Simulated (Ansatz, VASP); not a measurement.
# One calculation of Zr, two programs

The input INCAR:

```
SYSTEM = Zr
ALGO     = Normal         ! electronic algorithm
EDIFF    = 1E-6           ! SCF threshold, eV
ENCUT    = 520            ! plane-wave cutoff, eV
GGA      = RE             ! functional
ISIF     = 2              ! what is computed and relaxed
ISMEAR   = -1             ! smearing method
LASPH    = .TRUE.         ! aspherical terms in the spheres
LCHARG   = .TRUE.         ! write CHGCAR
LELF     = .TRUE.         ! ELF
LREAL    = .FALSE.        ! projectors in reciprocal space
LVHAR    = .TRUE.       
LWAVE    = .FALSE.        ! write WAVECAR
NBANDS   = 25             ! bands
NELM     = 60             ! most SCF steps
PREC     = Accurate       ! precision mode
SIGMA    = 0.1            ! smearing width, eV
```

File KPOINTS:

```
k-points
0
G
  8 8 11
  0 0 0
```

Contents of POSCAR:

```
Zr
1.0
    4.9378921251      0.0000000000      0.0000000000
   -2.4689460626      4.2763400215      0.0000000000
    0.0000000000      0.0000000000      3.0748736864
Zr
3
Direct
    1.0000000000      0.0000000000      1.0000000000
    0.3333333333      0.6666666667      0.5000000000
    0.6666666667      0.3333333333      0.5000000000
```

Input for Ansatz:

```yaml
crystal:
  lattice:
    - [4.9378921251, 0.0, 0.0]
    - [-2.4689460626, 4.2763400215, 0.0]
    - [0.0, 0.0, 3.0748736864]
  atoms:
    - { symbol: Zr, position: [1.0, 0.0, 1.0] }
    - { symbol: Zr, position: [0.3333333333, 0.6666666667, 0.5] }
    - { symbol: Zr, position: [0.6666666667, 0.3333333333, 0.5] }
hamiltonian:
  xc: revpbe
  pseudopotentials:
    kind: paw
    azcp:
      Zr: "pseudopotentials/Zr.paw.azcp"
basis:
  ecutwfc: 420
  fft_grid_basis: typed
kpoints:
  mp_grid: { grid: [8, 8, 11], shift: [0, 0, 0] }
magnetization:
  spin_polarized: false
scf:
  occupations: { method: fermi_dirac, width: 0.1 }
  lower_state_search: "off"
output:
  stress: true
  write_density: true
  write_potential: true
  elf: true
  volumetric_format: npy
```

Alike in both runs: task single point; functional revPBE; k mesh 8 × 8 × 11; occupations fermi-dirac, width 0.1 eV; no spin polarisation.

```csv
,VASP,Ansatz
version,VASP 6.6.1,Ansatz 0.2.0
potentials or method,"VASP PAW PBE potentials, release 64 (Zr_sv), cutoff 520 eV","plane waves (420 eV) with PAW, scalar-relativistic"
valence electrons in the cell,36,36
```

```csv
,VASP,Ansatz,Ansatz less VASP
pressure (GPa),8.8,8.8,-0.02
"traceless stress, the component that is largest in VASP (GPa)",0.10,0.11,+0.017
```

VASP's potentials were made for PBE, not for revPBE.
